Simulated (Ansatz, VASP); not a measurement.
# Two plane-wave programs on GaP

The input INCAR:

```
PREC = Accurate ; ENCUT = 500
EDIFF = 1E-6 ; ISMEAR = 0
SIGMA = 0.01 ; LREAL = F
LASPH = T ; NELM = 120
ALGO = Normal ; ISIF = 2
LWAVE = F ; LCHARG = F
GGA = PE ; NBANDS = 16
GGA_COMPAT = F
```

File KPOINTS:

```
regular mesh
0
Gamma
  8 8 8
```

Contents of POSCAR:

```
GaP
1.0
    0.0000000000      2.7254102078      2.7254102078
    2.7254102078      0.0000000000      2.7254102078
    2.7254102078      2.7254102078      0.0000000000
Ga P
1 1
Direct
    0.0000000000      0.0000000000      0.0000000000
    0.2500000000      0.2500000000      0.2500000000
```

Input for Ansatz:

```yaml
crystal:
  lattice:
    - [0.0, 2.7254102078, 2.7254102078]
    - [2.7254102078, 0.0, 2.7254102078]
    - [2.7254102078, 2.7254102078, 0.0]
  atoms:
    - { symbol: Ga, position: [0.0, 0.0, 0.0] }
    - { symbol: P, position: [0.25, 0.25, 0.25] }
kpoints:
  mp_grid: { grid: [8, 8, 8] }
  band_path:
    path:
      - [0.0, 0.0, 0.0]
      - [-0.5, -0.5, 0.0]
      - [-0.375, -0.375, 0.25]
      - [-0.375, 0.0, 0.375]
      - [0.0, 0.0, 0.5]
      - [-0.5, -0.25, 0.25]
      - [0.0, 0.424479, 0.424479]
    npoints: 1
hamiltonian:
  xc: pbe
scf:
  occupations: { method: fixed }
  n_extra_bands: 4
output:
  forces: true
  stress: true
  eigenvalues: true
```

Alike in both runs: task single point; functional PBE; k mesh 8 × 8 × 8; no spin polarisation.

```csv
,VASP,Ansatz
version,VASP 6.6.1,Ansatz 0.2.0
potentials or method,"VASP PAW PBE potentials, release 64 (Ga_d, P)","plane waves, PAW"
plane-wave cutoff (eV),500,420
occupations,"gaussian, width 0.01 eV",fixed
valence electrons in the cell,18,18
```

```tsv
	VASP	Ansatz	Ansatz less VASP
gap on the k mesh at the Fermi level (eV)	1.64	1.64	0.000
pressure (GPa)	2.4	2.5	+0.09
```
